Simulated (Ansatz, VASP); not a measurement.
**Two plane-wave programs on Sn3As**

Contents of INCAR:

```
SYSTEM = Sn3As
PREC     = Accurate       ! precision mode
ENCUT    = 520            ! plane-wave cutoff, eV
EDIFF    = 1E-6           ! SCF threshold, eV
ISMEAR   = 0              ! smearing method
SIGMA    = 0.1            ! smearing width, eV
LREAL    = .FALSE.        ! projectors in reciprocal space
LASPH    = .TRUE.         ! aspherical terms in the spheres
NELM     = 100            ! most SCF steps
ALGO     = Normal         ! electronic algorithm
ISIF     = 2              ! what is computed and relaxed
LWAVE    = .FALSE.        ! write WAVECAR
LCHARG   = .FALSE.        ! write CHGCAR
GGA      = PE             ! functional
NBANDS   = 32             ! bands
```

Contents of KPOINTS:

```
regular mesh
0
G
  4 4 4
  0 0 0
```

POSCAR

```
Sn3As
1.0
    4.6738402335      0.0000000000      0.0000000000
    0.0000000000      4.6738402335      0.0000000000
    0.0000000000      0.0000000000      4.6738402335
Sn As
3 1
Direct
    0.0000000000      0.5000000000      0.5000000000
    0.5000000000      0.0000000000      0.5000000000
    0.5000000000      0.5000000000      0.0000000000
    0.0000000000      0.0000000000      0.0000000000
```

Input for Ansatz:

```yaml
crystal:
  lattice:
    - [4.6738402335, 0.0, 0.0]
    - [0.0, 4.6738402335, 0.0]
    - [0.0, 0.0, 4.6738402335]
  atoms:
    - { symbol: Sn, position: [0.0, 0.5, 0.5] }
    - { symbol: Sn, position: [0.5, 0.0, 0.5] }
    - { symbol: Sn, position: [0.5, 0.5, 0.0] }
    - { symbol: As, position: [0.0, 0.0, 0.0] }
basis:
  ecutwfc: 420
kpoints:
  mp_grid: { grid: [4, 4, 4] }
hamiltonian:
  xc: pbe
scf:
  occupations: { method: gaussian, width: 0.1 }
  lower_state_search: "off"
output:
  forces: true
  stress: true
  eigenvalues: true
```

Alike in both runs: task single point; functional PBE; k mesh 4 × 4 × 4; occupations gaussian, width 0.1 eV; no spin polarisation.

|  | VASP | Ansatz |
| --- | --- | --- |
| version | VASP 6.6.1 | Ansatz 0.2.0 |
| potentials or method | VASP PAW PBE potentials, release 64 (Sn_d, As), cutoff 520 eV | scalar-relativistic, plane waves, PAW |
| valence electrons in the cell | 47 | 57 |

|  | VASP | Ansatz | Ansatz less VASP |
| --- | --- | --- | --- |
| gap on the k mesh at the Fermi level (eV) | none | none | - |
| pressure (GPa) | 0.1 | 0.2 | +0.02 |

A gap of «none» marks a metal or a gap that the smearing closes. With one functional, cell and mesh, what is left measures potentials, basis and numerics. VASP's potentials hold 47 valence electrons a cell and Ansatz's 57, so a difference there can come from the potentials and not from the codes.
